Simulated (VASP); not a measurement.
# Si3N4 (I-43d) in VASP: further runs

The runs below take Si3N4 through single point, relaxation of cell and atoms, with r2SCAN, PBE, PBEsol.

Everything below comes from runs of VASP 6.6.1. Logs are shortened: lines on timing, memory, paths and dates and some standing lists are left out, and cuts for length are marked.

## Step 1: The cell of the first run

The structure is cubic, space group I-43d (No. 220). The conventional cell has a = 6.443 Å, b = 6.443 Å, c = 6.443 Å, α = 90.00°, β = 90.00°, γ = 90.00°. Within 2.3 Å of Si (site symmetry -4) lie 4 N at 1.74 Å. N (site symmetry 3) has 3 Si at 1.74 Å within 2.3 Å.

## Step 2: Single point, r2SCAN

POSCAR

```
Si3N4
1.0
   -3.2213760741      3.2213760741      3.2213760741
    3.2213760741     -3.2213760741      3.2213760741
    3.2213760741      3.2213760741     -3.2213760741
Si N
6 8
Direct
    0.3750000000      0.2500000000      0.6250000000
    0.6250000000      0.3750000000      0.2500000000
    0.8750000000      0.1250000000      0.7500000000
    0.2500000000      0.6250000000      0.3750000000
    0.7500000000      0.8750000000      0.1250000000
    0.1250000000      0.7500000000      0.8750000000
    0.5000000000      0.0000000000      0.0625071014
    0.5625071014      0.5000000000      0.0000000000
    0.9374928986      0.9374928986      0.9374928986
    0.0000000000      0.5625071014      0.5000000000
    0.4374928986      0.4374928986      0.4374928986
    0.0000000000      0.0625071014      0.5000000000
    0.5000000000      0.0000000000      0.5625071014
    0.0625071014      0.5000000000      0.0000000000
```

INCAR.step1

```
  ALGO = Normal
  EDIFF = 1E-4
  ENCUT = 520
  GGA = PE
  ISMEAR = 0
  LASPH = True
  LCHARG = False
  LREAL = False
  LWAVE = True
  NBANDS = 45
  NELM = 60
  PREC = Accurate
  SIGMA = 0.01
```

INCAR.step2

```
  ALGO = Normal
  EDIFF = 1E-7
  ENCUT = 520
  ISIF = 2
  ISMEAR = 0
  ISTART = 1
  LASPH = True
  LCHARG = False
  LMIXTAU = True
  LREAL = False
  LWAVE = False
  METAGGA = R2SCAN
  NBANDS = 45
  NELM = 60
  PREC = Accurate
  SIGMA = 0.01
```

KPOINTS

```
k-points
0
Gamma
  6 6 6
```

Potentials or basis: VASP PAW PBE potentials, release 64 (Si, N).

The run is started by

```
> cat potpaw_PBE.64/Si/POTCAR potpaw_PBE.64/N/POTCAR > POTCAR
> cp INCAR.step1 INCAR
> mpirun -np 1 vasp_std > vasp.out
> cp INCAR.step2 INCAR
> mpirun -np 1 vasp_std > vasp.out
```

OUTCAR:

```text
EDIFF = 1E-7
   ENCUT = 520
   ISIF = 2
   ISMEAR = 0
   ISTART = 1
   LASPH = True
   LREAL = False
   METAGGA = R2SCAN
   NELM = 60
   PREC = Accurate

 ion  position               nearest neighbor table
   1  0.375  0.250  0.625-   8 1.74  11 1.74  12 1.74  13 1.74   2 3.01   3 3.01   5 3.01   4 3.01
                             2 3.01   4 3.01   3 3.01   5 3.01
   2  0.625  0.375  0.250-   7 1.74   8 1.74  10 1.74  11 1.74   6 3.01   4 3.01   1 3.01   5 3.01
                             1 3.01   4 3.01   5 3.01   6 3.01
   3  0.875  0.125  0.750-   9 1.74  12 1.74  13 1.74  14 1.74   4 3.01   6 3.01   5 3.01   1 3.01
                             1 3.01   5 3.01   6 3.01   4 3.01
   4  0.250  0.625  0.375-  10 1.74  11 1.74  13 1.74  14 1.74   2 3.01   3 3.01   1 3.01   3 3.01
                             6 3.01   6 3.01   1 3.01   2 3.01
   5  0.750  0.875  0.125-   7 1.74   8 1.74   9 1.74  12 1.74   3 3.01   2 3.01   3 3.01   6 3.01
                             1 3.01   2 3.01   1 3.01   6 3.01
   6  0.125  0.750  0.875-   7 1.74   9 1.74  10 1.74  14 1.74   3 3.01   2 3.01   5 3.01   4 3.01
                             5 3.01   4 3.01   3 3.01   2 3.01
   7  0.500  0.000  0.063-   2 1.74   5 1.74   6 1.74
   8  0.563  0.500  0.000-   1 1.74   2 1.74   5 1.74
   9  0.937  0.937  0.937-   3 1.74   5 1.74   6 1.74
  10  0.000  0.563  0.500-   2 1.74   4 1.74   6 1.74
  11  0.437  0.437  0.437-   1 1.74   2 1.74   4 1.74
  12  0.000  0.063  0.500-   1 1.74   3 1.74   5 1.74
  13  0.500  0.000  0.563-   1 1.74   3 1.74   4 1.74
  14  0.063  0.500  0.000-   3 1.74   4 1.74   6 1.74

  LATTYP: Found a body centered cubic cell.
 ALAT       =     6.4427521482

  Lattice vectors:

 A1 = (  -3.2213760741,   3.2213760741,   3.2213760741)
 A2 = (   3.2213760741,  -3.2213760741,   3.2213760741)
 A3 = (   3.2213760741,   3.2213760741,  -3.2213760741)

Analysis of symmetry for initial positions (statically):
=====================================================================
 Subroutine PRICEL returns:
 Original cell was already a primitive cell.

 Routine SETGRP: Setting up the symmetry group for a
 body centered cubic supercell.

 Subroutine GETGRP returns: Found 24 space group operations
 (whereof  3 operations were pure point group operations)
 out of a pool of 48 trial point group operations.

The static configuration has the point symmetry C_3 .
 The point group associated with its full space group is T_d .

Analysis of symmetry for dynamics (positions and initial velocities):
=====================================================================
 Subroutine PRICEL returns:
 Original cell was already a primitive cell.

 Routine SETGRP: Setting up the symmetry group for a
 body centered cubic supercell.

 Subroutine GETGRP returns: Found 24 space group operations
 (whereof  3 operations were pure point group operations)
 out of a pool of 48 trial point group operations.

The dynamic configuration has the point symmetry C_3 .
 The point group associated with its full space group is T_d .

 Subroutine INISYM returns: Found 24 space group operations
 (whereof  3 operations are pure point group operations),
 and found     1 'primitive' translations

----------------------------------------------------------------------------------------

                                     Primitive cell

  volume of cell :     133.7163

  direct lattice vectors                    reciprocal lattice vectors
    -3.221376074  3.221376074  3.221376074     0.000000000  0.155213172  0.155213172
     3.221376074 -3.221376074  3.221376074     0.155213172  0.000000000  0.155213172
     3.221376074  3.221376074 -3.221376074     0.155213172  0.155213172  0.000000000

  length of vectors
     5.579587031  5.579587031  5.579587031     0.219504573  0.219504573  0.219504573

  position of ions in fractional coordinates (direct lattice)
     0.375000000  0.250000000  0.625000000
     0.625000000  0.375000000  0.250000000
     0.875000000  0.125000000  0.750000000
     0.250000000  0.625000000  0.375000000
[... 45 lines left out ...]
     AMIX     =   0.40;   BMIX     =  1.00
     AMIX_MAG =   1.60;   BMIX_MAG =  1.00
  volume/ion in A,a.u.               =       9.55        64.45
  Fermi-wavevector in a.u.,A,eV,Ry     =   1.280580  2.419945 22.311993  1.639885
  Thomas-Fermi vector in A             =   2.413000
   LORBIT       =      0    0 simple, 1 ext, 2 COOP (PROOUT), +10 PAW based schemes
   METAGGA = R2SCAN    functional components
   LHFCALC =     F    Hartree Fock is set to
   AEXX    =    0.0000 exact exchange contribution
   IVDW    =     0    specifies the selected vdW correction
   LEPSILON=     F    determine dielectric tensor
   LRPA    =     F    only Hartree local field effects (RPA)
 non-spin polarized calculation
 Gauss-broadening in eV      SIGMA  =   0.01
  energy-cutoff  :      520.00
  volume of cell :      133.72
 maximum number of plane-waves:      3624
 NGX is ok and might be reduce to    42
   NGX = 21   NGY = 21   NGZ = 21

 number of electron      64.0000005 magnetization

 Free energy of the ion-electron system (eV)
  ---------------------------------------------------
  ext. energy  EPLUGINS =         0.00000000
  ---------------------------------------------------
  free energy    TOTEN  =      -142.76984983 eV

  energy without entropy =     -142.76984983  energy(sigma->0) =     -142.76984983

 E-fermi :   7.7322     XC(G=0): -12.0047

 val. band max:        7.6357210585   @ k =   0.3333   0.3333   0.0000
 cond. band min:      12.3889884586   @ k =  -0.1667   0.1667   0.1667
 fundamental gap:      4.7532674001
 Fermi energy:         7.7321821719

 k-point     1 :       0.0000    0.0000    0.0000
  band No.  band energies     occupation
      1     -11.5305      2.00000
      2      -8.5932      2.00000
      3      -8.5932      2.00000
      4      -8.5932      2.00000
      5      -8.1014      2.00000
      6      -8.1014      2.00000
[... 741 lines left out ...]
     43      17.1729      0.00000
     44      17.1729      0.00000
 [bands above 44 left out]

------------------------ aborting loop because EDIFF is reached ----------------------------------------

  FORCE on cell =-STRESS in cart. coord.  units (eV):
  Direction    XX          YY          ZZ          XY          YZ          ZX
  --------------------------------------------------------------------------------------
  -------------------------------------------------------------------------------------
  Total       -0.1301230     -0.1301230     -0.1301230      0.0000000      0.0000000      0.0000000
  in kB       -1.5591228     -1.5591228     -1.5591228      0.0000000      0.0000000      0.0000000
  external PRESSURE =      -1.5591228 kB  Pullay stress =       0.0000000 kB

 VOLUME and BASIS-vectors are now :
 -----------------------------------------------------------------------------
  energy-cutoff  :      520.00
  volume of cell :      133.72
      direct lattice vectors                 reciprocal lattice vectors
    -3.221376074  3.221376074  3.221376074     0.000000000  0.155213172  0.155213172
     3.221376074 -3.221376074  3.221376074     0.155213172  0.000000000  0.155213172
     3.221376074  3.221376074 -3.221376074     0.155213172  0.155213172  0.000000000

 POSITION                                       TOTAL-FORCE (eV/Angst)
 -----------------------------------------------------------------------------------
      1.61069      2.41603      0.00000         0.000000      0.000000     -0.000000
      0.00000      1.61069      2.41603         0.000000      0.000000     -0.000000
      0.00000      4.83206      0.80534         0.000000      0.000000     -0.000000
      2.41603      0.00000      1.61069         0.000000      0.000000     -0.000000
      0.80534      0.00000      4.83206         0.000000      0.000000     -0.000000
      4.83206      0.80534      0.00000         0.000000      0.000000     -0.000000
     -1.40933      1.81205      1.40933         0.001224      0.001224     -0.001224
     -0.20136      0.20136      3.42273        -0.001224      0.001224      0.001224
      3.02002      3.02002      3.02002        -0.001224     -0.001224     -0.001224
      3.42273     -0.20136      0.20136         0.001224     -0.001224      0.001224
      1.40933      1.40933      1.40933        -0.001224     -0.001224     -0.001224
      1.81205      1.40933     -1.40933         0.001224     -0.001224      0.001224
      0.20136      3.42273     -0.20136         0.001224      0.001224     -0.001224
      1.40933     -1.40933      1.81205        -0.001224      0.001224      0.001224
 -----------------------------------------------------------------------------------
    total drift:                                0.000005      0.000005      0.000005

  FREE ENERGIE OF THE ION-ELECTRON SYSTEM (eV)
  ---------------------------------------------------
  free  energy   TOTEN  =      -142.7698498251 eV

  energy  without entropy=     -142.7698498251  energy(sigma->0) =     -142.76984983
```

It took 4.2 min on 1 thread of Intel Xeon Platinum 8488C (Sapphire Rapids), shared host; peak memory 0.31 GiB.

What came out:

- Free energy: -142.7698 eV
- Pressure: -0.2 GPa
- Band gap on the k mesh: 4.75 eV, indirect (least direct gap 4.93 eV)

Forces in eV/Å, atoms in the order of the input:
```
Si   0.000  0.000  0.000
Si   0.000  0.000  0.000
Si   0.000  0.000  0.000
Si   0.000  0.000  0.000
Si   0.000  0.000  0.000
Si   0.000  0.000  0.000
N    0.001  0.001 -0.001
N   -0.001  0.001  0.001
N   -0.001 -0.001 -0.001
N    0.001 -0.001  0.001
N   -0.001 -0.001 -0.001
N    0.001 -0.001  0.001
N    0.001  0.001 -0.001
N   -0.001  0.001  0.001
```

Levels at points of the mesh, in eV from the valence-band top:
| k point | band 28 | band 29 | band 30 | band 31 | band 32 | band 33 | band 34 | band 35 | band 36 | band 37 |
| --- | --- | --- | --- | --- | --- | --- | --- | --- | --- | --- |
| (0.00, 0.00, 0.00) | -2.00 | -0.16 | -0.16 | -0.16 | -0.08 | 5.27 | 5.27 | 5.40 | 5.40 | 5.40 |
| (0.50, 0.00, 0.00) | -2.05 | -1.31 | -1.31 | -0.02 | -0.02 | 5.64 | 5.64 | 6.76 | 6.76 | 7.13 |
| (0.50, 0.50, 0.50) | -1.98 | -1.98 | -1.98 | -1.25 | -1.25 | 6.11 | 6.11 | 6.11 | 6.11 | 6.11 |

Caveat: the PAW data sets were made with another functional, which shifts forces and pressure a little.

## Step 3: Relaxation of cell and atoms, PBE

This run uses another cell than the first one, of 9.76 Å³/atom, 1.021 times its volume.

INCAR

```
PREC = Accurate ; ENCUT = 600
EDIFF = 1E-7 ; ISMEAR = -1
SIGMA = 0.02 ; LREAL = F
LASPH = T ; NELM = 100
ALGO = Normal ; ISIF = 3
LWAVE = F ; LCHARG = F
GGA = PE ; IBRION = 2
NSW = 80 ; EDIFFG = -0.005
```

KPOINTS

```
Automatic mesh
0
Gamma
  6 6 6
```

POSCAR

```
Si3N4
1.0
   -3.2441470000      3.2441470000      3.2441470000
    3.2441470000     -3.2441470000      3.2441470000
    3.2441470000      3.2441470000     -3.2441470000
Si N
6 8
Direct
    0.3750000000      0.2500000000      0.6250000000
    0.6250000000      0.3750000000      0.2500000000
    0.8750000000      0.1250000000      0.7500000000
    0.2500000000      0.6250000000      0.3750000000
    0.7500000000      0.8750000000      0.1250000000
    0.1250000000      0.7500000000      0.8750000000
    0.5000000000      0.0000000000      0.0627500000
    0.5627500000      0.5000000000      0.0000000000
    0.9372500000      0.9372500000      0.9372500000
    0.0000000000      0.5627500000      0.5000000000
    0.4372500000      0.4372500000      0.4372500000
    0.0000000000      0.0627500000      0.5000000000
    0.5000000000      0.0000000000      0.5627500000
    0.0627500000      0.5000000000      0.0000000000
```

Potentials or basis: VASP PAW PBE potentials, release 64 (Si, N).

The run is started by

```
> cat potpaw_PBE.64/Si/POTCAR potpaw_PBE.64/N/POTCAR > POTCAR
> mpirun -np 1 vasp_std > vasp.out
```

It took 2.8 min on 1 thread of Intel Xeon Platinum 8488C (Sapphire Rapids), shared host; peak memory 0.36 GiB.

Results (log left out):

| Property | Result |
| --- | --- |
| Free energy | -113.1632 eV |
| Relaxed volume | 9.75 Å³/atom |
| Relaxed cell | a = 5.618 Å, b = 5.618 Å, c = 5.618 Å, α = 109.47°, β = 109.47°, γ = 109.47° |
| Space group after relaxing (to 0.05 Å) | I-43d (No. 220) |
| Energy gained by relaxing | 0.0 meV/atom |
| Ionic steps | 3 |
| Pressure after relaxing | 0.0 GPa |
| Band gap on the k mesh | 4.05 eV, indirect (least direct gap 4.23 eV) |

Final structure:
```
Si N
1.0
    -3.24356    3.24356    3.24356
     3.24356   -3.24356    3.24356
     3.24356    3.24356   -3.24356
Si N
6 8
Direct
  0.37500 0.25000 0.62500
  0.62500 0.37500 0.25000
  0.87500 0.12500 0.75000
  0.25000 0.62500 0.37500
  0.75000 0.87500 0.12500
  0.12500 0.75000 0.87500
  0.50000 0.00000 0.06275
  0.56275 0.50000 0.00000
  0.93725 0.93725 0.93725
  0.00000 0.56275 0.50000
  0.43725 0.43725 0.43725
  0.00000 0.06275 0.50000
  0.50000 0.00000 0.56275
  0.06275 0.50000 0.00000
```

Levels at points of the mesh, in eV from the valence-band top:
| k point | band 30 | band 31 | band 32 | band 33 | band 34 | band 35 |
| --- | --- | --- | --- | --- | --- | --- |
| (0.00, 0.00, 0.00) | -0.16 | -0.16 | -0.06 | 4.62 | 4.62 | 4.62 |
| (0.50, 0.00, 0.00) | -1.27 | -0.02 | -0.02 | 4.95 | 4.95 | 5.89 |
| (0.50, 0.50, 0.50) | -1.90 | -1.19 | -1.19 | 5.39 | 5.39 | 5.39 |

## Step 4: Relaxation of cell and atoms, PBEsol

This run uses another cell than the first one, of 9.76 Å³/atom, 1.022 times its volume.

INCAR

```
PREC = Accurate
ENCUT = 600
EDIFF = 1E-6
ISMEAR = -1
SIGMA = 0.02
LREAL = False
LASPH = True
NELM = 100
ALGO = Normal
ISIF = 3
LWAVE = False
LCHARG = False
GGA = PS
IBRION = 2
NSW = 80
EDIFFG = -0.005
```

KPOINTS

```
regular mesh
0
Gamma
  6 6 6
```

POSCAR

```
Si3N4
1.0
   -3.2451927048      3.2451927048      3.2451927048
    3.2451927048     -3.2451927048      3.2451927048
    3.2451927048      3.2451927048     -3.2451927048
Si N
6 8
Direct
    0.3750000000      0.2500000000      0.6250000000
    0.6250000000      0.3750000000      0.2500000000
    0.8750000000      0.1250000000      0.7500000000
    0.2500000000      0.6250000000      0.3750000000
    0.7500000000      0.8750000000      0.1250000000
    0.1250000000      0.7500000000      0.8750000000
    0.5000000000      0.0000000000      0.0627124369
    0.5627124369      0.5000000000      0.0000000000
    0.9372875631      0.9372875631      0.9372875631
    0.0000000000      0.5627124369      0.5000000000
    0.4372875631      0.4372875631      0.4372875631
    0.0000000000      0.0627124369      0.5000000000
    0.5000000000      0.0000000000      0.5627124369
    0.0627124369      0.5000000000      0.0000000000
```

The run is started by

```
> cat potpaw_PBE.64/Si/POTCAR potpaw_PBE.64/N/POTCAR > POTCAR
> mpirun -np 1 vasp_std > vasp.out
```

It took 9 min on 1 thread of Oxide Virtual Turin-like, shared host; peak memory 0.33 GiB.

The run converged. Its results:

* Free energy: -119.2271 eV
* Relaxed volume: 9.61 Å³/atom
* Relaxed cell: a = 5.590 Å, b = 5.590 Å, c = 5.590 Å, α = 109.47°, β = 109.47°, γ = 109.47°
* Space group after relaxing (to 0.05 Å): I-43d (No. 220)
* Energy gained by relaxing: 2.0 meV/atom
* Ionic steps: 7
* Pressure after relaxing: 0.1 GPa
* Band gap on the k mesh: 3.97 eV, indirect (least direct gap 4.14 eV)

The path:
| step | energy change (eV) | largest force (eV/Å) | pressure (GPa) | volume (Å³) |
| --- | --- | --- | --- | --- |
| 1 | 0.0000 | 0.0034 | -4.10 | 136.70 |
| 2 | 0.0234 | 0.0899 | 5.96 | 131.82 |
| 3 | -0.0273 | 0.0351 | -0.02 | 134.61 |
| 4 | -0.0273 | 0.0357 | 0.07 | 134.57 |
| 5 | -0.0277 | 0.0280 | 0.07 | 134.55 |
| 6 | -0.0283 | 0.0044 | 0.08 | 134.49 |
| 7 | -0.0283 | 0.0012 | 0.08 | 134.48 |

Final structure:
```cif
data_structure
_symmetry_space_group_name_H-M 'P 1'
_symmetry_Int_Tables_number 1
_cell_length_a 5.5902
_cell_length_b 5.5902
_cell_length_c 5.5902
_cell_angle_alpha 109.471
_cell_angle_beta 109.471
_cell_angle_gamma 109.471
_cell_volume 134.48
loop_
_atom_site_label
_atom_site_type_symbol
_atom_site_fract_x
_atom_site_fract_y
_atom_site_fract_z
_atom_site_occupancy
Si1 Si 0.37500 0.25000 0.62500 1
Si2 Si 0.62500 0.37500 0.25000 1
Si3 Si 0.87500 0.12500 0.75000 1
Si4 Si 0.25000 0.62500 0.37500 1
Si5 Si 0.75000 0.87500 0.12500 1
Si6 Si 0.12500 0.75000 0.87500 1
N1 N 0.50000 0.00000 0.06151 1
N2 N 0.56151 0.50000 0.00000 1
N3 N 0.93849 0.93849 0.93849 1
N4 N 0.00000 0.56151 0.50000 1
N5 N 0.43849 0.43849 0.43849 1
N6 N 0.00000 0.06151 0.50000 1
N7 N 0.50000 0.00000 0.56151 1
N8 N 0.06151 0.50000 0.00000 1
```

Levels at points of the mesh, in eV from the valence-band top:
```csv
k point,band 28,band 29,band 30,band 31,band 32,band 33,band 34,band 35,band 36,band 37
"(0.00, 0.00, 0.00)",-1.97,-0.16,-0.16,-0.16,-0.06,4.46,4.46,4.62,4.62,4.62
"(0.50, 0.00, 0.00)",-2.04,-1.31,-1.31,-0.02,-0.02,4.86,4.86,5.92,5.92,6.28
"(0.50, 0.50, 0.50)",-1.97,-1.97,-1.97,-1.23,-1.23,5.30,5.30,5.30,5.30,5.30
```

Caveat: the PAW data sets were made with another functional, which shifts forces and pressure a little. A k mesh can miss the band edges.

## Step 5: The runs side by side

| task | level | cell | cutoff (eV) | smearing | gap on the mesh (eV) | pressure (GPa) | relaxed volume (Å³/atom) |
| --- | --- | --- | --- | --- | --- | --- | --- |
| single point | r2SCAN | a = 5.580 Å, angles 109.5°, 14 atoms | 520 | gaussian 0.01 eV | 4.75 | -0.2 | - |
| relaxation of cell and atoms | PBE | relaxed from a = 5.619 Å, angles 109.5°, 14 atoms | 600 | fermi-dirac 0.02 eV | 4.05 | 0.0 | 9.75 |
| relaxation of cell and atoms | PBEsol | relaxed from a = 5.621 Å, angles 109.5°, 14 atoms | 600 | fermi-dirac 0.02 eV | 3.97 | 0.1 | 9.61 |

Alike in all rows: potentials or basis VASP PAW PBE potentials, release 64 (Si, N); no spin polarisation; k mesh 6 × 6 × 6.

Caveats: the PAW data sets were made with another functional, which shifts forces and pressure a little (some runs).

Absolute energies hang on the potentials; compare differences alone.
